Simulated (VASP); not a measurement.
The system is Zn.

```xyz
1
Lattice="0.0000 1.9778 1.9778 1.9778 0.0000 1.9778 1.9778 1.9778 0.0000" Properties=species:S:1:pos:R:3 pbc="T T T"
Zn    0.0000    0.0000    0.0000
```

This cell differs from its parent crystal: volume scaled by 1.02.

Base run:

| Item | Value |
| --- | --- |
| Program | VASP 6.6.1 |
| Functional | PBE |
| Potentials or basis | VASP PAW PBE potentials, release 64 (Zn) |
| Cutoff | 520 eV |
| k mesh | 12 × 12 × 12 |
| Occupations | fermi-dirac, width 0.05 eV |
| Spin | no spin polarisation |

Its results: band gap on the k mesh zero (band 6 reaches 5.18 eV, above the bottom of band 7 at 1.53 eV); pressure -1.1 GPa.

Task: The run is repeated on the same cell with these changes: functional from PBE to PBEsol. What comes out?

Result: Band gap on the k mesh zero (band 6 reaches 5.00 eV, above the bottom of band 7 at 1.36 eV); pressure -6.0 GPa.

PBEsol binds more tightly than PBE, so the same cell stands under less pressure.

Caveats: the PAW data sets were made with another functional, which shifts forces and pressure a little (some runs).
